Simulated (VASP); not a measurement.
# CdSe (P6_3mc) in VASP: further runs, part 2 of 2

VASP 6.6.1.

### Step 3. Single point, r2SCAN

Contents of POSCAR:

```
CdSe
1.0
    4.3399219990      0.0000000000      0.0000000000
   -2.1699609995      3.7584827016      0.0000000000
    0.0000000000      0.0000000000      7.0783849700
Cd Se
2 2
Direct
    0.3333333333      0.6666666667      0.0000547036
    0.6666666667      0.3333333333      0.5000547036
    0.3333333333      0.6666666667      0.3759452964
    0.6666666667      0.3333333333      0.8759452964
```

Contents of INCAR.step1:

```
ALGO = Normal
EDIFF = 1E-4
ENCUT = 520
GGA = PE
ISMEAR = 0
LASPH = T
LCHARG = F
LREAL = F
LWAVE = T
NBANDS = 26
NELM = 80
PREC = Accurate
SIGMA = 0.01
```

Contents of INCAR.step2:

```
ALGO = Normal
EDIFF = 1E-6
ENCUT = 520
ISIF = 2
ISMEAR = 0
ISTART = 1
LASPH = T
LCHARG = T
LELF = T
LMIXTAU = T
LREAL = F
LVHAR = T
LWAVE = F
METAGGA = R2SCAN
NBANDS = 26
NELM = 80
PREC = Accurate
SIGMA = 0.01
```

Contents of KPOINTS:

```
k-points
0
Gamma
  9 9 4
```

Potentials or basis: VASP PAW PBE potentials, release 64 (Cd, Se).

The run is started by

```
$ cat potpaw_PBE.64/Cd/POTCAR potpaw_PBE.64/Se/POTCAR > POTCAR
$ cp INCAR.step1 INCAR
$ mpirun -np 1 vasp_std > vasp.out
$ cp INCAR.step2 INCAR
$ mpirun -np 1 vasp_std > vasp.out
```

OUTCAR:

```text
EDIFF = 1E-6
   ENCUT = 520
   ISIF = 2
   ISMEAR = 0
   ISTART = 1
   LASPH = T
   LREAL = F
   METAGGA = R2SCAN
   NELM = 80
   PREC = Accurate

 ion  position               nearest neighbor table
   1  0.333  0.667  0.000-   4 2.66   4 2.66   4 2.66   3 2.66
   2  0.667  0.333  0.500-   3 2.66   3 2.66   3 2.66   4 2.66
   3  0.333  0.667  0.376-   2 2.66   2 2.66   2 2.66   1 2.66
   4  0.667  0.333  0.876-   1 2.66   1 2.66   1 2.66   2 2.66

  LATTYP: Found a hexagonal cell.
 ALAT       =     4.3399219990
 C/A-ratio  =     1.6309935920

  Lattice vectors:

 A1 = (   4.3399219990,   0.0000000000,   0.0000000000)
 A2 = (  -2.1699609995,   3.7584827016,   0.0000000000)
 A3 = (   0.0000000000,   0.0000000000,   7.0783849700)

Analysis of symmetry for initial positions (statically):
=====================================================================
 Subroutine PRICEL returns:
 Original cell was already a primitive cell.

 Routine SETGRP: Setting up the symmetry group for a
 hexagonal supercell.

 Subroutine GETGRP returns: Found 12 space group operations
 (whereof  6 operations were pure point group operations)
 out of a pool of 24 trial point group operations.

The static configuration has the point symmetry C_3v.
 The point group associated with its full space group is C_6v.

Analysis of symmetry for dynamics (positions and initial velocities):
=====================================================================
 Subroutine PRICEL returns:
 Original cell was already a primitive cell.

 Routine SETGRP: Setting up the symmetry group for a
 hexagonal supercell.

 Subroutine GETGRP returns: Found 12 space group operations
 (whereof  6 operations were pure point group operations)
 out of a pool of 24 trial point group operations.

The dynamic configuration has the point symmetry C_3v.
 The point group associated with its full space group is C_6v.

 Subroutine INISYM returns: Found 12 space group operations
 (whereof  6 operations are pure point group operations),
 and found     1 'primitive' translations

----------------------------------------------------------------------------------------

                                     Primitive cell

  volume of cell :     115.4592

  direct lattice vectors                    reciprocal lattice vectors
     4.339921999  0.000000000  0.000000000     0.230418888  0.133032407  0.000000000
    -2.169961000  3.758482702  0.000000000     0.000000000  0.266064814  0.000000000
     0.000000000  0.000000000  7.078384970     0.000000000  0.000000000  0.141275164

  length of vectors
     4.339921999  4.339921999  7.078384970     0.266064814  0.266064814  0.141275164

  position of ions in fractional coordinates (direct lattice)
     0.333333333  0.666666667  0.000054704
     0.666666667  0.333333333  0.500054704
     0.333333333  0.666666667  0.375945296
     0.666666667  0.333333333  0.875945296

  ion indices of the primitive-cell ions
   primitive index   ion index
                 1           1
                 2           2
                 3           3
                 4           4

----------------------------------------------------------------------------------------

 KPOINTS: k-points

Automatic generation of k-mesh.
 Grid dimensions read from file:
 generate k-points for:    9    9    4

 Generating k-lattice:

  Cartesian coordinates                     Fractional coordinates (reciprocal lattice)
     0.025602099  0.014781379  0.000000000     0.111111111 -0.000000000  0.000000000
     0.000000000  0.029562757  0.000000000     0.000000000  0.111111111  0.000000000
     0.000000000  0.000000000  0.035318791     0.000000000  0.000000000  0.250000000

  Length of vectors
     0.029562757  0.029562757  0.035318791

  Shift w.r.t. Gamma in fractional coordinates (k-lattice)
     0.000000000  0.000000000  0.000000000

 Subroutine IBZKPT returns following result:
 ===========================================

 Found     36 irreducible k-points:

 Following reciprocal coordinates:
            Coordinates               Weight
  0.000000  0.000000  0.000000      1.000000
  0.111111  0.000000  0.000000      6.000000
  0.222222  0.000000  0.000000      6.000000
  0.333333 -0.000000  0.000000      6.000000
  0.444444  0.000000  0.000000      6.000000
  0.111111  0.111111  0.000000      6.000000
[... 16 lines left out ...]
  0.333333  0.222222  0.250000     24.000000
  0.333333  0.333333  0.250000      4.000000
 [... further k-points ...]
   k-points           NKPTS =     36   k-points in BZ     NKDIM =     36   number of bands    NBANDS=     26
   number of dos      NEDOS =    301   number of ions     NIONS =      4
   total plane-waves  NPLWV =  55296
   dimension x,y,z NGX =    32 NGY =   32 NGZ =   54
   dimension x,y,z NGXF=    64 NGYF=   64 NGZF=  108
   ions per type =               2   2
   NGX,Y,Z   is equivalent  to a cutoff of  12.26, 12.26, 12.68 a.u.
   NGXF,Y,Z  is equivalent  to a cutoff of  24.52, 24.52, 25.37 a.u.
 SYSTEM =  unknown system
   PREC   = accura    normal or accurate (medium, high low for compatibility)
   ISTART =      1    job   : 0-new  1-cont  2-samecut
   ICHARG =      0    charge: 1-file 2-atom 10-const
   ISPIN  =      1    spin polarized calculation?
   LNONCOLLINEAR =      F non collinear calculations
   LSORBIT =      F    spin-orbit coupling
   LASPH  =      T    aspherical Exc in radial PAW
   ENCUT  =  520.0 eV  38.22 Ry    6.18 a.u.   8.07  8.07 13.16*2*pi/ulx,y,z
   NELM   =     80;   NELMIN=  2; NELMDL=  0     # of ELM steps
   EDIFF  = 0.1E-05   stopping-criterion for ELM
   LREAL  =      F    real-space projection
   EDIFFG = 0.1E-04   stopping-criterion for IOM
   NSW    =      0    number of steps for IOM
   IBRION =     -1    ionic relax: 0-MD 1-quasi-New 2-CG
   NFREE  =      0    steps in history (QN), initial steepest desc. (CG)
   ISIF   =      2    stress and relaxation
   ISYM   =      2    0-nonsym 1-usesym 2-fastsym
   POTIM  = 0.5000    time-step for ionic-motion
   TEBEG  =    0.0;   TEEND  =   0.0 temperature during run
   PSTRESS=    0.0 pullay stress
   NELECT =      36.0000    total number of electrons
   NUPDOWN=      -1.0000    fix difference up-down
   EMIN   =  10.00;   EMAX   =-10.00  energy-range for DOS
   EFERMI =   0.00;   METHOD = LEGACY
   ISMEAR =     0;   SIGMA  =   0.01  broadening in eV -4-tet -1-fermi 0-gaus
   EFERMI_NEDOS =   21; number of points for ismear=-14 and -15
   IALGO  =     38    algorithm
   IMIX   =      4    mixing-type and parameters
     AMIX     =   0.40;   BMIX     =  1.00
     AMIX_MAG =   1.60;   BMIX_MAG =  1.00
  volume/ion in A,a.u.               =      28.86       194.79
  Fermi-wavevector in a.u.,A,eV,Ry     =   1.110110  2.097804 16.767068  1.232345
  Thomas-Fermi vector in A             =   2.246658
   LORBIT       =      0    0 simple, 1 ext, 2 COOP (PROOUT), +10 PAW based schemes
   METAGGA = R2SCAN    functional components
   LHFCALC =     F    Hartree Fock is set to
   AEXX    =    0.0000 exact exchange contribution
   IVDW    =     0    specifies the selected vdW correction
   LEPSILON=     F    determine dielectric tensor
   LRPA    =     F    only Hartree local field effects (RPA)
 non-spin polarized calculation
 Gauss-broadening in eV      SIGMA  =   0.01
  energy-cutoff  :      520.00
  volume of cell :      115.46
 maximum number of plane-waves:      3126
   NGX = 17   NGY = 17   NGZ = 27

 number of electron      36.0000001 magnetization

 Free energy of the ion-electron system (eV)
  ---------------------------------------------------
  ext. energy  EPLUGINS =         0.00000000
  ---------------------------------------------------
  free energy    TOTEN  =       -71.83269562 eV

  energy without entropy =      -71.83269562  energy(sigma->0) =      -71.83269562

 E-fermi :   0.5036     XC(G=0):  -9.2972

 val. band max:        0.4436525609   @ k =   0.0000   0.0000   0.0000
 cond. band min:       1.5377161278   @ k =   0.0000   0.0000   0.0000
 fundamental gap:      1.0940635669
 Fermi energy:         0.5036344762

 k-point     1 :       0.0000    0.0000    0.0000
  band No.  band energies     occupation
      1     -12.4351      2.00000
      2     -12.0728      2.00000
      3      -7.6318      2.00000
      4      -7.6260      2.00000
      5      -7.6260      2.00000
      6      -7.5575      2.00000
[... 685 lines left out ...]
     25       9.6429      0.00000
     26       9.6429      0.00000

 [... further k-points ...]

------------------------ aborting loop because EDIFF is reached ----------------------------------------

  FORCE on cell =-STRESS in cart. coord.  units (eV):
  Direction    XX          YY          ZZ          XY          YZ          ZX
  --------------------------------------------------------------------------------------
  -------------------------------------------------------------------------------------
  Total        0.1754123      0.1754123      0.1785400      0.0000000      0.0000000      0.0000000
  in kB        2.4341204      2.4341204      2.4775219      0.0000000      0.0000000      0.0000000
  external PRESSURE =       2.4485875 kB  Pullay stress =       0.0000000 kB

 VOLUME and BASIS-vectors are now :
 -----------------------------------------------------------------------------
  energy-cutoff  :      520.00
  volume of cell :      115.46
      direct lattice vectors                 reciprocal lattice vectors
     4.339921999  0.000000000  0.000000000     0.230418888  0.133032407  0.000000000
    -2.169961000  3.758482702  0.000000000     0.000000000  0.266064814  0.000000000
     0.000000000  0.000000000  7.078384970     0.000000000  0.000000000  0.141275164

 POSITION                                       TOTAL-FORCE (eV/Angst)
 -----------------------------------------------------------------------------------
     -0.00000      2.50566      0.00039         0.000000      0.000000      0.000478
      2.16996      1.25283      3.53958        -0.000000      0.000000      0.000478
     -0.00000      2.50566      2.66109        -0.000000      0.000000     -0.000478
      2.16996      1.25283      6.20028        -0.000000      0.000000     -0.000478
 -----------------------------------------------------------------------------------
    total drift:                               -0.000000      0.000000     -0.003244

  FREE ENERGIE OF THE ION-ELECTRON SYSTEM (eV)
  ---------------------------------------------------
  free  energy   TOTEN  =       -71.8326956187 eV

  energy  without entropy=      -71.8326956187  energy(sigma->0) =      -71.83269562
```

It took 2.3 min on 1 thread of Intel Xeon 6975P-C (Granite Rapids), shared host; peak memory 0.29 GiB.

What came out:

```
Free energy            : -71.8327 eV
Pressure               : 0.2 GPa
Band gap on the k mesh : 1.09 eV
```

Caveat: the PAW data sets were made with another functional, which shifts forces and pressure a little.

### Step 4. Single point, r2SCAN (atoms displaced along a vibrational mode)

Contents of POSCAR:

```
CdSe
1.0
    4.3399219990      0.0000000000      0.0000000000
   -2.1699609995      3.7584827016      0.0000000000
    0.0000000000      0.0000000000      7.0783849700
Cd Se
2 2
Direct
    0.3333333333      0.6666666667     -0.0092535020
    0.6666666667      0.3333333333      0.4907464980
    0.3333333333      0.6666666667      0.3852535020
    0.6666666667      0.3333333333      0.8852535020
```

Contents of INCAR.step1:

```
SYSTEM = CdSe
ALGO = Normal
EDIFF = 1E-4
ENCUT = 520
GGA = PE
ISMEAR = 0
LASPH = .TRUE.
LCHARG = .FALSE.
LREAL = .FALSE.
LWAVE = .TRUE.
NBANDS = 26
NELM = 100
PREC = Accurate
SIGMA = 0.01
```

Contents of INCAR.step2:

```
SYSTEM = CdSe
ALGO = Normal
EDIFF = 1E-7
ENCUT = 520
ISIF = 2
ISMEAR = 0
ISTART = 1
LASPH = .TRUE.
LCHARG = .FALSE.
LMIXTAU = .TRUE.
LREAL = .FALSE.
LWAVE = .FALSE.
METAGGA = R2SCAN
NBANDS = 26
NELM = 100
PREC = Accurate
SIGMA = 0.01
```

Contents of KPOINTS:

```
k-points
0
G
  9 9 4
  0 0 0
```

Potentials or basis: VASP PAW PBE potentials, release 64 (Cd, Se).

The run is started by

```
$ cat potpaw_PBE.64/Cd/POTCAR potpaw_PBE.64/Se/POTCAR > POTCAR
$ cp INCAR.step1 INCAR
$ mpirun -np 1 vasp_std > vasp.out
$ cp INCAR.step2 INCAR
$ mpirun -np 1 vasp_std > vasp.out
```

OUTCAR:

```text
SYSTEM = CdSe
   EDIFF = 1E-7
   ENCUT = 520
   ISIF = 2
   ISMEAR = 0
   ISTART = 1
   LASPH = .TRUE.
   LREAL = .FALSE.
   METAGGA = R2SCAN
   NELM = 100
   PREC = Accurate

 ion  position               nearest neighbor table
   1  0.333  0.667  0.991-   4 2.61   4 2.61   4 2.61   3 2.79
   2  0.667  0.333  0.491-   3 2.61   3 2.61   3 2.61   4 2.79
   3  0.333  0.667  0.385-   2 2.61   2 2.61   2 2.61   1 2.79
   4  0.667  0.333  0.885-   1 2.61   1 2.61   1 2.61   2 2.79

  LATTYP: Found a hexagonal cell.
 ALAT       =     4.3399219990
[... 896 lines left out ...]
  Direction    XX          YY          ZZ          XY          YZ          ZX
  --------------------------------------------------------------------------------------
  -------------------------------------------------------------------------------------
  Total        1.1538512      1.1538512     -1.1001820      0.0000000      0.0000000      0.0000000
  in kB       16.0114898     16.0114898    -15.2667453      0.0000000      0.0000000      0.0000000
  external PRESSURE =       5.5854114 kB  Pullay stress =       0.0000000 kB

 VOLUME and BASIS-vectors are now :
 -----------------------------------------------------------------------------
  energy-cutoff  :      520.00
  volume of cell :      115.46
      direct lattice vectors                 reciprocal lattice vectors
     4.339921999  0.000000000  0.000000000     0.230418888  0.133032407  0.000000000
    -2.169961000  3.758482702  0.000000000     0.000000000  0.266064814  0.000000000
     0.000000000  0.000000000  7.078384970     0.000000000  0.000000000  0.141275164

 POSITION                                       TOTAL-FORCE (eV/Angst)
 -----------------------------------------------------------------------------------
     -0.00000      2.50566      7.01289        -0.000000      0.000000      0.444284
      2.16996      1.25283      3.47369         0.000000      0.000000      0.444284
     -0.00000      2.50566      2.72697        -0.000000     -0.000000     -0.444284
      2.16996      1.25283      6.26617        -0.000000      0.000000     -0.444284
 -----------------------------------------------------------------------------------
    total drift:                               -0.000000     -0.000000     -0.002030

  FREE ENERGIE OF THE ION-ELECTRON SYSTEM (eV)
  ---------------------------------------------------
  free  energy   TOTEN  =       -71.7679718266 eV

  energy  without entropy=      -71.7679718266  energy(sigma->0) =      -71.76797183
```

It took 3.4 min on 1 thread of Intel Xeon 6975P-C (Granite Rapids), shared host; peak memory 0.29 GiB.

Results:

```
Free energy            : -71.7680 eV
Pressure               : 0.6 GPa
Largest force          : 0.444 eV/Å
Band gap on the k mesh : 1.14 eV
```

Forces in eV/Å, atoms in the order of the input:
```
Cd   0.000  0.000  0.444
Cd   0.000  0.000  0.444
Se   0.000  0.000 -0.444
Se   0.000  0.000 -0.444
```

Levels at points of the mesh, in eV from the valence-band top:
| k point | band 15 | band 16 | band 17 | band 18 | band 19 | band 20 | band 21 | band 22 |
| --- | --- | --- | --- | --- | --- | --- | --- | --- |
| (0.00, 0.00, 0.00) | -0.68 | -0.03 | -0.03 | 0.00 | 1.14 | 2.43 | 6.37 | 6.37 |
| (0.00, 0.00, 0.50) | -0.36 | -0.36 | -0.36 | -0.36 | 2.67 | 2.67 | 6.22 | 6.22 |

Caveat: the cell differs from its parent crystal (atoms displaced along a vibrational mode); the PAW data sets were made with another functional, which shifts forces and pressure a little.

### Step 5. Single point, r2SCAN (atoms displaced along a vibrational mode)

Contents of POSCAR:

```
CdSe
1.0
    4.3399219990      0.0000000000      0.0000000000
   -2.1699609995      3.7584827016      0.0000000000
    0.0000000000      0.0000000000      7.0783849700
Cd Se
2 2
Direct
    0.3333333333      0.6666666667     -0.0185617075
    0.6666666667      0.3333333333      0.4814382925
    0.3333333333      0.6666666667      0.3945617075
    0.6666666667      0.3333333333      0.8945617075
```

Contents of INCAR.step1:

```
ALGO = Normal ; EDIFF = 1E-4
ENCUT = 520 ; GGA = PE
ISMEAR = 0 ; LASPH = True
LCHARG = False ; LREAL = False
LWAVE = True ; NBANDS = 26
NELM = 80 ; PREC = Accurate
SIGMA = 0.01
```

Contents of INCAR.step2:

```
ALGO = Normal ; EDIFF = 1E-6
ENCUT = 520 ; ISIF = 2
ISMEAR = 0 ; ISTART = 1
LASPH = True ; LCHARG = False
LMIXTAU = True ; LREAL = False
LWAVE = False ; METAGGA = R2SCAN
NBANDS = 26 ; NELM = 80
PREC = Accurate ; SIGMA = 0.01
```

Contents of KPOINTS:

```
k-points
0
Gamma
  9 9 4
```

The run is started by

```
$ cat potpaw_PBE.64/Cd/POTCAR potpaw_PBE.64/Se/POTCAR > POTCAR
$ cp INCAR.step1 INCAR
$ mpirun -np 1 vasp_std > vasp.out
$ cp INCAR.step2 INCAR
$ mpirun -np 1 vasp_std > vasp.out
```

Wall time 2.4 min (1 thread of Intel Xeon 6975P-C (Granite Rapids), shared host); peak memory 0.29 GiB.

The run converged. Its results:

```
Free energy            : -71.6188 eV
Pressure               : 1.2 GPa
Largest force          : 0.655 eV/Å
Band gap on the k mesh : 1.20 eV
```

Forces on the atoms (eV/Å):
```
Cd   0.000  0.000  0.655
Cd   0.000  0.000  0.655
Se   0.000  0.000 -0.655
Se   0.000  0.000 -0.655
```

Stress tensor (GPa, compression positive):
```
 2.98  0.00  0.00
 0.00  2.98  0.00
 0.00  0.00 -2.23
```

Levels at points of the mesh, in eV from the valence-band top:
```csv
k point,band 16,band 17,band 18,band 19,band 20,band 21
"(0.00, 0.00, 0.00)",-0.04,-0.04,0.00,1.20,2.25,6.38
"(0.00, 0.00, 0.50)",-0.33,-0.33,-0.33,2.56,2.56,6.24
```

Caveat: the cell differs from its parent crystal (atoms displaced along a vibrational mode); the PAW data sets were made with another functional, which shifts forces and pressure a little.

### Step 6. Summary

| cell | smearing | gap on the mesh (eV) | pressure (GPa) | largest force (eV/Å) |
| --- | --- | --- | --- | --- |
| a = 4.340, b = 4.340, c = 7.078 Å, angles 90.0, 90.0, 120.0°, 4 atoms, atomic positions A | gaussian 0.02 eV | 1.09 | 0.2 | - |
| a = 4.340, b = 4.340, c = 7.078 Å, angles 90.0, 90.0, 120.0°, 4 atoms, atomic positions A | gaussian 0.01 eV | 1.09 | 0.2 | - |
| a = 4.340, b = 4.340, c = 7.078 Å, angles 90.0, 90.0, 120.0°, 4 atoms, atomic positions B | gaussian 0.01 eV | 1.14 | 0.6 | 0.44 |
| a = 4.340, b = 4.340, c = 7.078 Å, angles 90.0, 90.0, 120.0°, 4 atoms, atomic positions C | gaussian 0.01 eV | 1.20 | 1.2 | 0.66 |

Alike in all rows: task single point; level r2SCAN; potentials or basis VASP PAW PBE potentials, release 64 (Cd, Se); no spin polarisation; k mesh 9 × 9 × 4; cutoff (eV) 520.

Caveats: the PAW data sets were made with another functional, which shifts forces and pressure a little.

Absolute energies hang on the potentials; compare differences alone.
